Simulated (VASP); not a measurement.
Wanted: the native input for a VASP 6.6.1 run.

```yaml
Task: relaxation of cell and atoms
Functional: r2SCAN
Potentials_or_basis: VASP PAW PBE potentials, release 64 (Cs_sv, H)
Cutoff: 600 eV
k_mesh: 4 × 4 × 4
Occupations: fermi-dirac, width 0.01 eV
Spin: no spin polarisation
Target_pressure: 30 GPa
Dipole_correction: no
Further_INCAR_settings: ALGO = Normal; EDIFF = 1e-07; IBRION = 2; EDIFFG = -0.02; NSW = 80; ISIF = 3
```

CsH:

```
Cs H
1.0
     3.82000    0.00000    0.00000
     0.00000    3.82000    0.00000
     0.00000    0.00000    3.82000
Cs H
1 1
Direct
  0.00000 0.00000 0.00000
  0.50000 0.50000 0.50000
```

One way to write it, as run:

POSCAR

```
CsH
1.0
    3.8200000000      0.0000000000      0.0000000000
    0.0000000000      3.8200000000      0.0000000000
    0.0000000000      0.0000000000      3.8200000000
Cs H
1 1
Direct
    0.0000000000      0.0000000000      0.0000000000
    0.5000000000      0.5000000000      0.5000000000
```

INCAR.step1

```
  ALGO = Normal
  EDIFF = 1E-4
  ENCUT = 600
  GGA = PE
  ISMEAR = -1
  LASPH = True
  LCHARG = False
  LREAL = False
  LWAVE = True
  NELM = 80
  PREC = Accurate
  SIGMA = 0.01
```

INCAR.step2

```
  ALGO = Normal
  EDIFF = 1E-7
  EDIFFG = -0.02
  ENCUT = 600
  IBRION = 2
  ISIF = 3
  ISMEAR = -1
  ISTART = 1
  LASPH = True
  LCHARG = False
  LMIXTAU = True
  LREAL = False
  LWAVE = False
  METAGGA = R2SCAN
  NELM = 80
  NSW = 80
  PREC = Accurate
  PSTRESS = 300.0
  SIGMA = 0.01
```

KPOINTS

```
k-points
0
Gamma
  4 4 4
```

Potentials or basis: VASP PAW PBE potentials, release 64 (Cs_sv, H).

Run with:

```bash
$ cat potpaw_PBE.64/Cs_sv/POTCAR potpaw_PBE.64/H/POTCAR > POTCAR
$ cp INCAR.step1 INCAR
$ mpirun -np 1 vasp_std > vasp.out
$ cp INCAR.step2 INCAR
$ mpirun -np 1 vasp_std > vasp.out
```

Results of the run:

| Item | Value |
| --- | --- |
| Relaxed volume | 15.96 Å³/atom |
| Relaxed cell | a = 3.172 Å, b = 3.172 Å, c = 3.172 Å, α = 90.00°, β = 90.00°, γ = 90.00° |
| Space group after relaxing (to 0.05 Å) | Pm-3m (No. 221) |
| Energy change on relaxing (the enthalpy is what falls) | +651.9 meV/atom |
| Ionic steps | 7 |
| Pressure after relaxing | 30.0 GPa |
| Band gap on the k mesh | 1.63 eV, indirect (least direct gap 2.86 eV) |

Caveat: the cell is relaxed towards a set pressure, so the enthalpy falls and the energy may rise; the volume moved by over 15 % at a fixed basis, so the end points are rough; the PAW data sets were made with another functional, which shifts forces and pressure a little; spin-orbit coupling is left out, which moves the levels of the heavy elements.

Run time: 4.6 min on 1 thread of Intel(R) Xeon(R) Platinum 8375C CPU @ 2.90GHz (Ice Lake) (shared host), peak memory 0.2 GiB.
